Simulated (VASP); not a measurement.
**WS2: electric field gradients with PBE**

WS2:

```xyz
3
Lattice="1.5737 0.9086 6.1427 -1.5737 0.9086 6.1427 0.0000 -1.8172 6.1427" Properties=species:S:1:pos:R:3 pbc="T T T"
W     0.0000    0.0000    0.0000
S     0.0000    0.0000   13.8266
S     0.0000    0.0000   10.7068
```

```
Program                : VASP 6.6.1
Task                   : electric field gradients
Functional             : PBE
Potentials or basis    : VASP PAW PBE potentials, release 64 (W_sv, S)
Cutoff                 : 520 eV
k mesh                 : 13 × 13 × 13
Occupations            : fermi-dirac, width 0.08 eV
Spin                   : no spin polarisation
Dipole correction      : no
Further INCAR settings : ALGO = Normal; EDIFF = 1e-08; NBANDS = 20
```

| Item | Value |
| --- | --- |
| Pressure | 6.4 GPa |
| Largest force | 0.701 eV/Å |
| Band gap on the k mesh | 1.07 eV (least direct gap 2.14 eV) |
| Largest electric field gradient by atom | W -155.5; S -49.4, -41.7 V/Å² |

Forces in eV/Å, atoms in the order of the input:
```
W    0.000  0.000 -0.625
S    0.000  0.000  0.701
S    0.000  0.000 -0.077
```

Stress tensor (GPa, compression positive):
```
6.13 0.00 0.00
0.00 6.13 0.00
0.00 0.00 6.80
```

Levels at points of the mesh, in eV from the valence-band top:
```tsv
k point	band 9	band 10	band 11	band 12	band 13	band 14	band 15	band 16	band 17	band 18
(0.00, 0.00, 0.00)	-3.57	-2.31	-2.31	-1.59	-1.22	2.21	2.21	2.57	2.57	4.78
```

Electric field gradients, principal values (V/Å²):
| atom | least | middle | greatest (by size) |
| --- | --- | --- | --- |
| 1 W | 77.766 | 77.766 | -155.532 |
| 2 S | 24.720 | 24.720 | -49.440 |
| 3 S | 20.865 | 20.865 | -41.730 |

It took 8.1 min on 1 thread of Intel(R) Xeon(R) Platinum 8488C (Sapphire Rapids), with other jobs on the host, peak memory 0.46 GiB.

Caveat: the cell stands under pressure; without QUAD_EFG the Cq values of the log hold for a quadrupole moment of 1 mb, not for the nuclei; spin-orbit coupling is left out, which moves the levels of the heavy elements. A k mesh can miss the band edges.
